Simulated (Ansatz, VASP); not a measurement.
# BiSe3: VASP beside Ansatz

```
Bi Se
1.0
     4.74251    0.00000    0.00000
     0.00000    4.74251    0.00000
     0.00000    0.00000    4.74251
Bi Se
1 3
Direct
  0.00000 0.00000 0.00000
  0.00000 0.50000 0.50000
  0.50000 0.00000 0.50000
  0.50000 0.50000 0.00000
```

Alike in both runs: task single point; functional r2SCAN; k mesh 4 × 4 × 4; occupations gaussian, width 0.1 eV; no spin polarisation.

|  | VASP | Ansatz |
| --- | --- | --- |
| version | VASP 6.6.1 | Ansatz 0.2.0 |
| potentials or method | VASP PAW PBE potentials, release 64 (Bi_d, Se), cutoff 520 eV | scalar-relativistic, plane waves, PAW |
| valence electrons in the cell | 33 | 63 |

```csv
,VASP,Ansatz,Ansatz less VASP
gap on the k mesh at the Fermi level (eV),none,none,-
pressure (GPa),-6.4,-6.4,+0.02
```

VASP's potentials were made for PBE, not for r2SCAN. A gap of «none» marks a metal or a gap that the smearing closes. VASP's potentials hold 33 valence electrons a cell and Ansatz's 63, so a difference there can come from the potentials and not from the codes.

Spin-orbit coupling is off throughout.
